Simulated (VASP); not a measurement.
As:

```
CELL_PARAMETERS angstrom
7.00349 0.00000 0.00000
-3.50174 6.06520 0.00000
0.00000 0.00000 3.80326
ATOMIC_POSITIONS crystal
As 0.33254 0.00000 0.50000
As 0.00000 0.33254 0.83333
As 0.66746 0.66746 0.16667
As 0.66746 0.00000 0.50000
As 0.00000 0.66746 0.83333
As 0.33254 0.33254 0.16667
```

The cell was generated, and may not be a known phase.

- Program: VASP 6.6.1
- Task: relaxation of cell and atoms
- Functional: PBE
- Potentials or basis: VASP PAW PBE potentials, release 64 (As)
- Cutoff: 600 eV
- k mesh: 6 × 6 × 10
- Occupations: gaussian, width 0.1 eV
- Spin: no spin polarisation

At the start: pressure 0.3 GPa; volume 26.93 Å³/atom.

**Question.** How do energy, volume and symmetry change on relaxing?

**Answer.** Over 13 steps the energy falls by 4.0 meV/atom and the volume is 26.42 Å³/atom (-1.9 %); space group P6_422 (No. 181, to 0.1 Å) before and after.

The path:
| step | energy change (eV) | largest force (eV/Å) | pressure (GPa) | volume (Å³) |
| --- | --- | --- | --- | --- |
| 1 | 0.0000 | 0.2535 | 0.29 | 161.55 |
| 2 | -0.0117 | 0.0893 | -0.51 | 162.68 |
| 3 | -0.0120 | 0.0658 | -0.62 | 162.87 |
| 4 | -0.0205 | 0.0357 | -0.28 | 160.92 |
| 5 | -0.0226 | 0.0071 | 0.05 | 159.34 |
| 6 | -0.0226 | 0.0084 | 0.03 | 159.41 |
| 7 | -0.0230 | 0.0053 | -0.03 | 159.35 |
| 8 | -0.0232 | 0.0207 | -0.10 | 159.28 |
| 9 | -0.0235 | 0.0157 | -0.02 | 158.88 |
| 10 | -0.0236 | 0.0127 | 0.02 | 158.66 |
| 11 | -0.0236 | 0.0070 | 0.12 | 158.20 |
| 12 | -0.0237 | 0.0103 | 0.05 | 158.48 |
| 13 | -0.0238 | 0.0088 | 0.02 | 158.53 |

Final structure:
```
As
1.0
     6.99870    0.00000    0.00000
    -3.49935    6.06105    0.00000
     0.00000    0.00000    3.73725
As
6
Direct
  0.32751 0.00000 0.50000
  0.00000 0.32751 0.83333
  0.67249 0.67249 0.16667
  0.67249 0.00000 0.50000
  0.00000 0.67249 0.83333
  0.32751 0.32751 0.16667
```
